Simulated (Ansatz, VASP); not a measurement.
## Zn: VASP beside Ansatz

INCAR

```
  PREC = Accurate
  ENCUT = 520
  EDIFF = 1E-6
  ISMEAR = -1
  SIGMA = 0.05
  LREAL = F
  LASPH = T
  NELM = 100
  ALGO = Fast
  ISIF = 2
  LWAVE = F
  LCHARG = T
  GGA = CA
  LELF = T
  LVHAR = T
  NBANDS = 25
```

File KPOINTS:

```
regular mesh
0
Gamma
  12 12 4
```

The input POSCAR:

```
Zn
1.0
    2.2218679943     -1.2817756984      0.0000000000
    2.2218679943      1.2817756984      0.0000000000
   -1.5592234140      0.0000000000      7.1513784527
Zn
3
Direct
    0.7780178600      0.7780178600      0.3345049800
    0.2219821400      0.2219821400      0.6654950200
    0.0000000000      0.0000000000      0.0000000000
```

input.yaml

```yaml
crystal:
  lattice:
    - [2.2218679943, -1.2817756984, 0.0]
    - [2.2218679943, 1.2817756984, 0.0]
    - [-1.559223414, 0.0, 7.1513784527]
  atoms:
    - { symbol: Zn, position: [0.77801786, 0.77801786, 0.33450498] }
    - { symbol: Zn, position: [0.22198214, 0.22198214, 0.66549502] }
    - { symbol: Zn, position: [0.0, 0.0, 0.0] }
kpoints:
  mp_grid: { grid: [12, 12, 4] }
scf:
  occupations: { method: fermi_dirac, width: 0.05 }
hamiltonian:
  xc: lda
  pseudopotentials: { kind: all_electron, lapw: { basis_error: 0.002 } }
output:
  forces: true
  stress: true
  eigenvalues: true
```

Change from the starting cell: volume scaled by 0.94.

Alike in both runs: task single point; functional LDA; k mesh 12 × 12 × 4; occupations fermi-dirac, width 0.05 eV; no spin polarisation.

|  | VASP | Ansatz |
| --- | --- | --- |
| version | VASP 6.6.1 | Ansatz 0.2.0 |
| potentials or method | VASP PAW LDA potentials, release 64 (Zn), cutoff 520 eV | all-electron LAPW, scalar-relativistic |

```csv
,VASP,Ansatz,Ansatz less VASP
gap on the k mesh at the Fermi level (eV),none,none,-
pressure (GPa),0.8,0.3,-0.45
"traceless stress, the component that is largest in VASP (GPa)",3.74,4.01,+0.271
rms of the force components (eV/Å),0.006,0.005,-0.0007
```

LDA's correlation is that of Perdew and Zunger in VASP and of Perdew and Wang (1992) in Ansatz. Atom by atom the forces differ by 0.001 eV/Å (rms over components). A gap of «none» marks a metal or a gap that the smearing closes. Ansatz ran all-electron here, and VASP with PAW potentials.
